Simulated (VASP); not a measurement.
Input of a VASP 6.6.1 run:

File INCAR:

```
ALGO = Normal ; EDIFF = 1E-6
ENCUT = 520 ; GGA = CA
ISIF = 2 ; ISMEAR = 0
LASPH = True ; LCHARG = True
LELF = True ; LREAL = Auto
LVHAR = True ; LWAVE = False
NBANDS = 86 ; NELECT = 144.0
NELM = 80 ; PREC = Accurate
SIGMA = 0.02
```

Contents of KPOINTS:

```
k-points
0
Gamma
  3 3 3
```

Contents of POSCAR:

```
Ga8As7C
1.0
    0.0000000000      5.6033815718     -5.6033815718
    5.6033815718      5.6033815718      0.0000000000
    5.6033815718      0.0000000000     -5.6033815718
Ga C As
8 1 7
Direct
    0.4997649762      0.0039793765      0.4981470927
    0.4994691761      0.4959053465      0.4981403408
    0.0188633223      0.0153103068      0.4487357242
    0.0075897567      0.4960464363      0.4983433872
    0.4498917528      0.0154027996      0.0175613114
    0.4996668313      0.4962192835      0.0060799229
    0.0189215900      0.0153523641      0.0175610746
    0.0188450975      0.4464894605      0.0176337010
    0.1265863941      0.1231620642      0.1254227229
    0.1235401077      0.6262742622      0.1223383080
    0.6296397165      0.1202765645      0.1221222546
    0.6295813508      0.6262706806      0.1222062117
    0.1236644318      0.1201144778      0.6283155017
    0.1234749779      0.6262140559      0.6283730440
    0.6295629055      0.1200414757      0.6283800617
    0.6265287182      0.6231181755      0.6251774288
```

Potentials or basis: VASP PAW LDA potentials, release 64 (Ga_d, C, As).

Command:

```console
$ cat potpaw_LDA.64/Ga_d/POTCAR potpaw_LDA.64/C/POTCAR potpaw_LDA.64/As/POTCAR > POTCAR
$ mpirun -np 1 vasp_std > vasp.out
```

Q: Estimate the largest force.

A: 0.039 eV/Å.

Forces in eV/Å, atoms in the order of the input:
```
Ga   0.002 -0.002  0.000
Ga   0.010  0.008 -0.007
Ga   0.022 -0.021 -0.020
Ga   0.003  0.000  0.001
Ga  -0.023  0.023 -0.022
Ga   0.003 -0.001  0.001
Ga  -0.022 -0.021  0.024
Ga   0.020  0.022  0.023
C    0.001  0.002  0.004
As  -0.005  0.002  0.016
As  -0.013 -0.001 -0.007
As  -0.003  0.013 -0.001
As  -0.001 -0.015 -0.005
As   0.018 -0.004 -0.001
As  -0.007 -0.002 -0.013
As  -0.005 -0.002  0.006
```

Caveat: the cell carries a net charge on a neutralising background, which shifts energy and pressure.
